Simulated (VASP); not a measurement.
# SnS (Pnma) in VASP: notebook

SnS is run at these levels: PBE; tasks: single point, relaxation of shape and atoms at fixed volume.

All numbers are computed with VASP 6.6.1; they aren't measurements. Logs are shortened: lines on timing, memory, paths and dates and some standing lists are left out, and cuts for length are marked.

## (1) The cell of the first run

Symmetry: Pnma, No. 62, orthorhombic system. The conventional cell has a = 11.200 Å, b = 3.987 Å, c = 4.334 Å, α = 90.00°, β = 90.00°, γ = 90.00°. Sn (site symmetry m) has 6 S at 2.63 to 3.39 Å and 2 Sn at 3.49 Å within 3.5 Å. S (site symmetry m) has 6 Sn at 2.63 to 3.39 Å within 3.5 Å.

## (2) Single point, PBE

The input, INCAR:

```
SYSTEM = SnS
PREC     = Accurate       ! precision mode
ENCUT    = 500            ! plane-wave cutoff, eV
EDIFF    = 1E-6           ! SCF threshold, eV
ISMEAR   = 0              ! smearing method
SIGMA    = 0.1            ! smearing width, eV
LREAL    = .FALSE.        ! projectors in reciprocal space
LASPH    = .TRUE.         ! aspherical terms in the spheres
NELM     = 120            ! most SCF steps
ALGO     = Normal         ! electronic algorithm
ISIF     = 2              ! what is computed and relaxed
LWAVE    = .FALSE.        ! write WAVECAR
LCHARG   = .TRUE.         ! write CHGCAR
GGA      = PE             ! functional
LELF     = .TRUE.         ! ELF
LVHAR    = .TRUE.       
NBANDS   = 50             ! bands
GGA_COMPAT= .FALSE.
```

The input, KPOINTS:

```
Automatic mesh
0
G
  2 4 4
  0 0 0
```

The input, POSCAR:

```
SnS
1.0
   11.2000000000      0.0000000000      0.0000000000
    0.0000000000      3.9870000000      0.0000000000
    0.0000000000      0.0000000000      4.3340000000
Sn S
4 4
Direct
    0.1194000000      0.2500000000      0.1198000000
    0.3806000000      0.7500000000      0.6198000000
    0.6194000000      0.2500000000      0.3802000000
    0.8806000000      0.7500000000      0.8802000000
    0.8508000000      0.2500000000      0.4793000000
    0.6492000000      0.7500000000      0.9793000000
    0.3508000000      0.2500000000      0.0207000000
    0.1492000000      0.7500000000      0.5207000000
```

Potentials or basis: VASP PAW PBE potentials, release 64 (Sn_d, S).

Command:

```bash
$ cat potpaw_PBE.64/Sn_d/POTCAR potpaw_PBE.64/S/POTCAR > POTCAR
$ mpirun -np 1 vasp_std > vasp.out
```

OUTCAR:

```text
SYSTEM = SnS
   PREC = Accurate
   ENCUT = 500
   EDIFF = 1E-6
   ISMEAR = 0
   LREAL = .FALSE.
   LASPH = .TRUE.
   NELM = 120
   ISIF = 2
   GGA = PE

 ion  position               nearest neighbor table
   1  0.119  0.250  0.120-   7 2.63   8 2.67   8 2.67   4 3.49   4 3.49
   2  0.381  0.750  0.620-   8 2.63   7 2.67   7 2.67   3 3.49   3 3.49
   3  0.619  0.250  0.380-   5 2.63   6 2.67   6 2.67   2 3.49   2 3.49
   4  0.881  0.750  0.880-   6 2.63   5 2.67   5 2.67   1 3.49   1 3.49
   5  0.851  0.250  0.479-   3 2.63   4 2.67   4 2.67
   6  0.649  0.750  0.979-   4 2.63   3 2.67   3 2.67
   7  0.351  0.250  0.021-   1 2.63   2 2.67   2 2.67
   8  0.149  0.750  0.521-   2 2.63   1 2.67   1 2.67

  LATTYP: Found a simple orthorhombic cell.
 ALAT       =     3.9870000000
 B/A-ratio  =     1.0870328568
 C/A-ratio  =     2.8091296714

  Lattice vectors:

 A1 = (   0.0000000000,   3.9870000000,   0.0000000000)
 A2 = (   0.0000000000,   0.0000000000,   4.3340000000)
 A3 = (  11.2000000000,   0.0000000000,   0.0000000000)

Analysis of symmetry for initial positions (statically):
=====================================================================
 Subroutine PRICEL returns:
 Original cell was already a primitive cell.

 Routine SETGRP: Setting up the symmetry group for a
 simple orthorhombic supercell.

 Subroutine GETGRP returns: Found  8 space group operations
 (whereof  2 operations were pure point group operations)
 out of a pool of  8 trial point group operations.

The static configuration has the point symmetry S_2 .
 The point group associated with its full space group is D_2h.

Analysis of symmetry for dynamics (positions and initial velocities):
=====================================================================
 Subroutine PRICEL returns:
 Original cell was already a primitive cell.

 Routine SETGRP: Setting up the symmetry group for a
 simple orthorhombic supercell.

 Subroutine GETGRP returns: Found  8 space group operations
 (whereof  2 operations were pure point group operations)
 out of a pool of  8 trial point group operations.

The dynamic configuration has the point symmetry S_2 .
 The point group associated with its full space group is D_2h.

 Subroutine INISYM returns: Found  8 space group operations
 (whereof  2 operations are pure point group operations),
 and found     1 'primitive' translations

----------------------------------------------------------------------------------------

                                     Primitive cell

  volume of cell :     193.5322

  direct lattice vectors                    reciprocal lattice vectors
    11.200000000  0.000000000  0.000000000     0.089285714  0.000000000  0.000000000
     0.000000000  3.987000000  0.000000000     0.000000000  0.250815149  0.000000000
     0.000000000  0.000000000  4.334000000     0.000000000  0.000000000  0.230733733

  length of vectors
    11.200000000  3.987000000  4.334000000     0.089285714  0.250815149  0.230733733

  position of ions in fractional coordinates (direct lattice)
     0.119400000  0.250000000  0.119800000
     0.380600000  0.750000000  0.619800000
     0.619400000  0.250000000  0.380200000
     0.880600000  0.750000000  0.880200000
     0.850800000  0.250000000  0.479300000
     0.649200000  0.750000000  0.979300000
     0.350800000  0.250000000  0.020700000
     0.149200000  0.750000000  0.520700000

  ion indices of the primitive-cell ions
   primitive index   ion index
                 1           1
                 2           2
                 3           3
                 4           4
                 5           5
                 6           6
                 7           7
                 8           8

----------------------------------------------------------------------------------------

 KPOINTS: Automatic mesh

Automatic generation of k-mesh.
 Grid dimensions read from file:
 generate k-points for:    2    4    4

 Generating k-lattice:

  Cartesian coordinates                     Fractional coordinates (reciprocal lattice)
     0.044642857  0.000000000  0.000000000     0.500000000  0.000000000  0.000000000
     0.000000000  0.062703787  0.000000000     0.000000000  0.250000000  0.000000000
     0.000000000  0.000000000  0.057683433     0.000000000  0.000000000  0.250000000

  Length of vectors
     0.044642857  0.062703787  0.057683433

  Shift w.r.t. Gamma in fractional coordinates (k-lattice)
     0.000000000  0.000000000  0.000000000

 Subroutine IBZKPT returns following result:
 ===========================================

 Found     18 irreducible k-points:

 Following reciprocal coordinates:
            Coordinates               Weight
  0.000000  0.000000  0.000000      1.000000
  0.500000  0.000000  0.000000      1.000000
  0.000000  0.250000  0.000000      2.000000
  0.500000  0.250000  0.000000      2.000000
  0.000000  0.500000  0.000000      1.000000
  0.500000  0.500000  0.000000      1.000000
[... 10 lines left out ...]
  0.000000  0.500000  0.500000      1.000000
  0.500000  0.500000  0.500000      1.000000
   k-points           NKPTS =     18   k-points in BZ     NKDIM =     18   number of bands    NBANDS=     50
   number of dos      NEDOS =    301   number of ions     NIONS =      8
   total plane-waves  NPLWV =  80640
   dimension x,y,z NGX =    84 NGY =   30 NGZ =   32
   dimension x,y,z NGXF=   168 NGYF=   60 NGZF=   64
   ions per type =               4   4
   NGX,Y,Z   is equivalent  to a cutoff of  12.47, 12.51, 12.27 a.u.
   NGXF,Y,Z  is equivalent  to a cutoff of  24.94, 25.02, 24.55 a.u.
 SYSTEM =  SnS
   PREC   = accura    normal or accurate (medium, high low for compatibility)
   ISTART =      0    job   : 0-new  1-cont  2-samecut
   ICHARG =      2    charge: 1-file 2-atom 10-const
   ISPIN  =      1    spin polarized calculation?
   LNONCOLLINEAR =      F non collinear calculations
   LSORBIT =      F    spin-orbit coupling
   LASPH  =      T    aspherical Exc in radial PAW
   ENCUT  =  500.0 eV  36.75 Ry    6.06 a.u.  20.42  7.27  7.90*2*pi/ulx,y,z
   NELM   =    120;   NELMIN=  2; NELMDL= -5     # of ELM steps
   EDIFF  = 0.1E-05   stopping-criterion for ELM
   LREAL  =      F    real-space projection
   EDIFFG = 0.1E-04   stopping-criterion for IOM
   NSW    =      0    number of steps for IOM
   IBRION =     -1    ionic relax: 0-MD 1-quasi-New 2-CG
   NFREE  =      0    steps in history (QN), initial steepest desc. (CG)
   ISIF   =      2    stress and relaxation
   ISYM   =      2    0-nonsym 1-usesym 2-fastsym
   POTIM  = 0.5000    time-step for ionic-motion
   TEBEG  =    0.0;   TEEND  =   0.0 temperature during run
   PSTRESS=    0.0 pullay stress
   NELECT =      80.0000    total number of electrons
   NUPDOWN=      -1.0000    fix difference up-down
   EMIN   =  10.00;   EMAX   =-10.00  energy-range for DOS
   EFERMI =   0.00;   METHOD = LEGACY
   ISMEAR =     0;   SIGMA  =   0.10  broadening in eV -4-tet -1-fermi 0-gaus
   EFERMI_NEDOS =   21; number of points for ismear=-14 and -15
   IALGO  =     38    algorithm
   IMIX   =      4    mixing-type and parameters
     AMIX     =   0.40;   BMIX     =  1.00
     AMIX_MAG =   1.60;   BMIX_MAG =  1.00
  volume/ion in A,a.u.               =      24.19       163.25
  Fermi-wavevector in a.u.,A,eV,Ry     =   1.219515  2.304549 20.234810  1.487217
  Thomas-Fermi vector in A             =   2.354764
   LORBIT       =      0    0 simple, 1 ext, 2 COOP (PROOUT), +10 PAW based schemes
   GGA     = PE    functional components
   LHFCALC =     F    Hartree Fock is set to
   AEXX    =    0.0000 exact exchange contribution
   IVDW    =     0    specifies the selected vdW correction
   LEPSILON=     F    determine dielectric tensor
   LRPA    =     F    only Hartree local field effects (RPA)
 non-spin polarized calculation
 Gauss-broadening in eV      SIGMA  =   0.10
  energy-cutoff  :      500.00
  volume of cell :      193.53
 maximum number of plane-waves:      4936
 NGX is ok and might be reduce to    84
   NGX = 41   NGY = 15   NGZ = 15

 number of electron      80.0000033 magnetization

 Free energy of the ion-electron system (eV)
  ---------------------------------------------------
  ext. energy  EPLUGINS =         0.00000000
  ---------------------------------------------------
  free energy    TOTEN  =       -35.40975975 eV

  energy without entropy =      -35.40975975  energy(sigma->0) =      -35.40975975

 E-fermi :   6.6724     XC(G=0):  -9.8476

 val. band max:        6.1661426828   @ k =   0.5000   0.0000   0.5000
 cond. band min:       7.1478185055   @ k =   0.0000   0.0000   0.0000
 fundamental gap:      0.9816758227
 Fermi energy:         6.6723526739

 k-point     1 :       0.0000    0.0000    0.0000
  band No.  band energies     occupation
      1     -15.0799      2.00000
      2     -15.0626      2.00000
      3     -15.0579      2.00000
      4     -15.0508      2.00000
      5     -15.0466      2.00000
      6     -15.0414      2.00000
[... 42 lines left out ...]
     49      11.2552      0.00000
     50      11.4992      0.00000

 k-point     2 :       0.5000    0.0000    0.0000
  band No.  band energies     occupation
      1     -15.0728      2.00000
      2     -15.0728      2.00000
      3     -15.0537      2.00000
      4     -15.0537      2.00000
      5     -15.0452      2.00000
      6     -15.0452      2.00000
[... 42 lines left out ...]
     49      11.2574      0.00000
     50      11.2574      0.00000

 k-point     3 :       0.0000    0.2500    0.0000
  band No.  band energies     occupation
      1     -15.0636      2.00000
      2     -15.0591      2.00000
      3     -15.0540      2.00000
      4     -15.0520      2.00000
      5     -15.0447      2.00000
      6     -15.0428      2.00000
[... 784 lines left out ...]
     49      12.0281      0.00000
     50      12.0283      0.00000

 k-point    18 :       0.5000    0.5000    0.5000
  band No.  band energies     occupation
      1     -15.0758      2.00000
      2     -15.0758      2.00000
      3     -15.0758      2.00000
      4     -15.0758      2.00000
      5     -15.0373      2.00000
      6     -15.0373      2.00000
[... 42 lines left out ...]
     49      12.7206      0.00000
     50      12.7206      0.00000

------------------------ aborting loop because EDIFF is reached ----------------------------------------

  FORCE on cell =-STRESS in cart. coord.  units (eV):
  Direction    XX          YY          ZZ          XY          YZ          ZX
  --------------------------------------------------------------------------------------
  -------------------------------------------------------------------------------------
  Total        3.2405211      2.7992908      2.1921775      0.0000000     -0.0000000      0.0000000
  in kB       26.8270102     23.1742366     18.1481822      0.0000000     -0.0000000      0.0000000
  external PRESSURE =      22.7164763 kB  Pullay stress =       0.0000000 kB

 VOLUME and BASIS-vectors are now :
 -----------------------------------------------------------------------------
  energy-cutoff  :      500.00
  volume of cell :      193.53
      direct lattice vectors                 reciprocal lattice vectors
    11.200000000  0.000000000  0.000000000     0.089285714  0.000000000  0.000000000
     0.000000000  3.987000000  0.000000000     0.000000000  0.250815149  0.000000000
     0.000000000  0.000000000  4.334000000     0.000000000  0.000000000  0.230733733

 POSITION                                       TOTAL-FORCE (eV/Angst)
 -----------------------------------------------------------------------------------
      1.33728      0.99675      0.51921        -0.077035     -0.000000     -0.064493
      4.26272      2.99025      2.68621         0.077035     -0.000000     -0.064493
      6.93728      0.99675      1.64779        -0.077035     -0.000000      0.064493
      9.86272      2.99025      3.81479         0.077035      0.000000      0.064493
      9.52896      0.99675      2.07729         0.111651     -0.000000     -0.062948
      7.27104      2.99025      4.24429        -0.111651     -0.000000     -0.062948
      3.92896      0.99675      0.08971         0.111651      0.000000      0.062948
      1.67104      2.99025      2.25671        -0.111651      0.000000      0.062948
 -----------------------------------------------------------------------------------
    total drift:                                0.000000     -0.000000      0.000000

  FREE ENERGIE OF THE ION-ELECTRON SYSTEM (eV)
  ---------------------------------------------------
  free  energy   TOTEN  =       -35.4097597529 eV

  energy  without entropy=      -35.4097597529  energy(sigma->0) =      -35.40975975
```

Wall time 2.2 min (1 thread of AMD EPYC 7R43 (Zen 3), shared host); peak memory 0.3 GiB.

What came out:

```
Free energy            : -35.4098 eV
Pressure               : 2.3 GPa
Largest force          : 0.128 eV/Å
Band gap on the k mesh : 0.98 eV (least direct gap 1.41 eV)
```

Forces in eV/Å, atoms in the order of the input:
```
Sn  -0.077  0.000 -0.064
Sn   0.077  0.000 -0.064
Sn  -0.077  0.000  0.064
Sn   0.077  0.000  0.064
S    0.112  0.000 -0.063
S   -0.112  0.000 -0.063
S    0.112  0.000  0.063
S   -0.112  0.000  0.063
```

Stress tensor (GPa, compression positive):
```
2.68 0.00 0.00
0.00 2.32 0.00
0.00 0.00 1.81
```

Caveat: spin-orbit coupling is left out, which moves the levels of the heavy elements.

## (3) Relaxation of shape and atoms at fixed volume, PBE (24.10 Å³/atom)

This run uses another cell than the first one, of 24.10 Å³/atom.

The input, INCAR:

```
PREC = Accurate
ENCUT = 500
EDIFF = 1E-7
ISMEAR = 0
SIGMA = 0.02
LREAL = F
LASPH = T
NELM = 120
ALGO = Normal
ISIF = 4
LWAVE = F
LCHARG = F
GGA = PE
IBRION = 2
NSW = 50
EDIFFG = -0.01
GGA_COMPAT = F
NELMIN = 4
KPAR = 4
```

The input, KPOINTS:

```
regular mesh
0
Gamma
  4 8 6
```

The input, POSCAR:

```
SnS
1.0
   11.1883820500      0.0000000000      0.0000000000
    0.0000000000      3.9783244308      0.0000000000
    0.0000000000      0.0000000000      4.3315760121
Sn S
4 4
Direct
    0.1199841512      0.2500000000      0.1231059169
    0.3800158488      0.7500000000      0.6231059169
    0.6199841512      0.2500000000      0.3768940831
    0.8800158488      0.7500000000      0.8768940831
    0.8513008485      0.2500000000      0.4770034145
    0.6486991515      0.7500000000      0.9770034145
    0.3513008485      0.2500000000      0.0229965855
    0.1486991515      0.7500000000      0.5229965855
```

Potentials or basis: VASP PAW PBE potentials, release 64 (Sn_d, S).

Command:

```bash
$ cat potpaw_PBE.64/Sn_d/POTCAR potpaw_PBE.64/S/POTCAR > POTCAR
$ mpirun -np 4 vasp_std > vasp.out
```

OUTCAR:

```text
PREC = Accurate
   ENCUT = 500
   EDIFF = 1E-7
   ISMEAR = 0
   LREAL = F
   LASPH = T
   NELM = 120
   ISIF = 4
   GGA = PE
   IBRION = 2
   NSW = 50
   EDIFFG = -0.01
   NELMIN = 4

 ion  position               nearest neighbor table
   1  0.120  0.250  0.123-   7 2.62   8 2.66   8 2.66   4 3.51   4 3.51
   2  0.380  0.750  0.623-   8 2.62   7 2.66   7 2.66   3 3.51   3 3.51
   3  0.620  0.250  0.377-   5 2.62   6 2.66   6 2.66   2 3.51   2 3.51
   4  0.880  0.750  0.877-   6 2.62   5 2.66   5 2.66   1 3.51   1 3.51
   5  0.851  0.250  0.477-   3 2.62   4 2.66   4 2.66
   6  0.649  0.750  0.977-   4 2.62   3 2.66   3 2.66
   7  0.351  0.250  0.023-   1 2.62   2 2.66   2 2.66
   8  0.149  0.750  0.523-   2 2.62   1 2.66   1 2.66

  LATTYP: Found a simple orthorhombic cell.
 ALAT       =     3.9783244308
 B/A-ratio  =     1.0887940608
[... 409 lines left out ...]

 number of electron      80.0000016 magnetization

 Free energy of the ion-electron system (eV)
  ---------------------------------------------------
  ext. energy  EPLUGINS =         0.00000000
  ---------------------------------------------------
  free energy    TOTEN  =       -35.40029158 eV

  energy without entropy =      -35.40029158  energy(sigma->0) =      -35.40029158

 E-fermi :   6.3335     XC(G=0):  -9.8759

 val. band max:        6.2143376128   @ k =   0.5000   0.0000   0.5000
 cond. band min:       7.1455156758   @ k =   0.0000   0.0000   0.0000
 fundamental gap:      0.9311780631
 Fermi energy:         6.3335460290

 k-point     1 :       0.0000    0.0000    0.0000
  band No.  band energies     occupation
      1     -15.0506      2.00000
      2     -15.0345      2.00000
      3     -15.0307      2.00000
      4     -15.0251      2.00000
      5     -15.0197      2.00000
      6     -15.0149      2.00000
[... 1213 lines left out ...]
     47       9.9014      0.00000
     48       9.9014      0.00000

 [... further k-points ...]
[... 5 lines left out ...]
  --------------------------------------------------------------------------------------
  -------------------------------------------------------------------------------------
  Total        2.0737526      2.1060561      2.0984268      0.0000000      0.0000000      0.0000000
  in kB       17.2327308     17.5011708     17.4377718      0.0000000      0.0000000      0.0000000
  external PRESSURE =      17.3905578 kB  Pullay stress =       0.0000000 kB
[... 23 lines left out ...]
  FREE ENERGIE OF THE ION-ELECTRON SYSTEM (eV)
  ---------------------------------------------------
  free  energy   TOTEN  =       -35.4002915803 eV

  energy  without entropy=      -35.4002915803  energy(sigma->0) =      -35.40029158

 reached required accuracy - stopping structural energy minimisation
```

Run time: 6.4 min. Hardware: 4 MPI ranks of Intel Xeon 6975P-C (Granite Rapids), shared host; peak memory 0.53 GiB.

Results:

```yaml
Free_energy: -35.4003 eV
Energy_gained_by_relaxing: 2.1 meV/atom
Ionic_steps: 10
Pressure_after_relaxing: 1.7 GPa
Largest_force_after_relaxing: 0.009 eV/Å
Band_gap_on_the_k_mesh: 0.93 eV (least direct gap 1.20 eV)
```

Forces on the atoms (eV/Å):
```
Sn   0.006  0.000 -0.008
Sn  -0.006  0.000 -0.008
Sn   0.006  0.000  0.008
Sn  -0.006  0.000  0.008
S   -0.004  0.000 -0.001
S    0.004  0.000 -0.001
S   -0.004  0.000  0.001
S    0.004  0.000  0.001
```

The path:
```csv
step,energy change (eV),largest force (eV/Å),pressure (GPa),volume (Å³)
1,0.0000,0.2143,2.61,192.80
2,-0.0104,0.1196,2.27,192.80
3,-0.0155,0.0253,1.79,192.80
4,-0.0155,0.0198,1.82,192.80
5,-0.0164,0.0120,1.79,192.80
6,-0.0164,0.0185,1.77,192.80
7,-0.0168,0.0096,1.76,192.80
8,-0.0169,0.0139,1.75,192.80
9,-0.0170,0.0127,1.74,192.80
10,-0.0172,0.0094,1.74,192.80
```

Final structure:
```
Sn S
1.0
    11.19250    0.00000    0.00000
     0.00000    4.00227    0.00000
     0.00000    0.00000    4.30408
Sn S
4 4
Direct
  0.11861 0.25000 0.11852
  0.38139 0.75000 0.61852
  0.61861 0.25000 0.38148
  0.88139 0.75000 0.88148
  0.85271 0.25000 0.47324
  0.64729 0.75000 0.97324
  0.35271 0.25000 0.02676
  0.14729 0.75000 0.52676
```

Caveat: spin-orbit coupling is left out, which moves the levels of the heavy elements.

(Part 1 of 2 ends here.)
